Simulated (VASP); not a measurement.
Wanted: the native input for a VASP 6.6.1 run.

- Task: single point
- Functional: r2SCAN
- Potentials or basis: VASP PAW PBE potentials, release 64 (Ga_d, As)
- Cutoff: 520 eV
- k mesh: 8 × 8 × 8
- Occupations: gaussian, width 0.01 eV
- Spin: no spin polarisation
- Dipole correction: no
- Further INCAR settings: ALGO = Normal; EDIFF = 1e-07; NBANDS = 16

Crystal: GaAs.

```
Ga As
1.0
     0.00000    2.75092    2.75092
     2.75092    0.00000    2.75092
     2.75092    2.75092    0.00000
Ga As
1 1
Direct
  0.00000 0.00000 0.00000
  0.25000 0.25000 0.25000
```

This cell differs from its parent crystal: strain -2.9%.

One way to write it, as run:

POSCAR

```
GaAs
1.0
    0.0000000000      2.7509237799      2.7509237799
    2.7509237799      0.0000000000      2.7509237799
    2.7509237799      2.7509237799      0.0000000000
Ga As
1 1
Direct
    0.0000000000      0.0000000000      0.0000000000
    0.2500000000      0.2500000000      0.2500000000
```

INCAR.step1

```
SYSTEM = GaAs
ALGO     = Normal         ! electronic algorithm
EDIFF    = 1E-4           ! SCF threshold, eV
ENCUT    = 520            ! plane-wave cutoff, eV
GGA      = PE             ! functional
ISMEAR   = 0              ! smearing method
LASPH    = .TRUE.         ! aspherical terms in the spheres
LCHARG   = .FALSE.        ! write CHGCAR
LREAL    = .FALSE.        ! projectors in reciprocal space
LWAVE    = .TRUE.         ! write WAVECAR
NBANDS   = 16             ! bands
NELM     = 80             ! most SCF steps
PREC     = Accurate       ! precision mode
SIGMA    = 0.01           ! smearing width, eV
```

INCAR.step2

```
SYSTEM = GaAs
ALGO     = Normal         ! electronic algorithm
EDIFF    = 1E-7           ! SCF threshold, eV
ENCUT    = 520            ! plane-wave cutoff, eV
ISIF     = 2              ! what is computed and relaxed
ISMEAR   = 0              ! smearing method
ISTART   = 1            
LASPH    = .TRUE.         ! aspherical terms in the spheres
LCHARG   = .FALSE.        ! write CHGCAR
LMIXTAU  = .TRUE.       
LREAL    = .FALSE.        ! projectors in reciprocal space
LWAVE    = .FALSE.        ! write WAVECAR
METAGGA  = R2SCAN         ! meta-GGA
NBANDS   = 16             ! bands
NELM     = 80             ! most SCF steps
PREC     = Accurate       ! precision mode
SIGMA    = 0.01           ! smearing width, eV
```

KPOINTS

```
k-points
0
G
  8 8 8
  0 0 0
```

Potentials or basis: VASP PAW PBE potentials, release 64 (Ga_d, As).

The run is started by

```sh
$ cat potpaw_PBE.64/Ga_d/POTCAR potpaw_PBE.64/As/POTCAR > POTCAR
$ cp INCAR.step1 INCAR
$ mpirun -np 1 vasp_std > vasp.out
$ cp INCAR.step2 INCAR
$ mpirun -np 1 vasp_std > vasp.out
```

Results of the run:

```yaml
Pressure: 8.0 GPa
Band_gap_on_the_k_mesh: 1.60 eV (least direct gap 1.67 eV)
```

Caveat: the cell differs from its parent crystal (strain -2.9%); the cell stands under pressure; the PAW data sets were made with another functional, which shifts forces and pressure a little.

It took 2.7 min on 1 thread of Intel Xeon 8259CL, on a shared host, peak memory 0.18 GiB.
